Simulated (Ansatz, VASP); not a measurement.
# Two plane-wave programs on HgTe

```
CELL_PARAMETERS angstrom
0.00000 3.28672 3.28672
3.28672 0.00000 3.28672
3.28672 3.28672 0.00000
ATOMIC_POSITIONS crystal
Hg 0.00000 0.00000 0.00000
Te 0.25000 0.25000 0.25000
```

Change from the starting cell: volume scaled by 1.06, ions relaxed.

Alike in both runs: functional PBE; k mesh 13 × 13 × 13; occupations fermi-dirac, width 0.05 eV; no spin polarisation.

Ansatz relaxed the structure, and its values are those at the end. VASP's run is a single point on that final structure, the one shown.

|  | VASP | Ansatz |
| --- | --- | --- |
| version | VASP 6.6.1 | Ansatz 0.2.0 |
| potentials or method | VASP PAW PBE potentials, release 64 (Hg, Te) | plane-wave PAW, scalar-relativistic |
| plane-wave cutoff (eV) | 520 | 420 |
| valence electrons in the cell | 18 | 36 |

```tsv
	VASP	Ansatz	Ansatz less VASP
pressure (GPa)	1.4	1.3	-0.05
```

VASP's potentials hold 18 valence electrons a cell and Ansatz's 36, so a difference there can come from the potentials and not from the codes. Ansatz's warnings: stress scf threshold loose.

Neither program's run includes spin-orbit coupling.
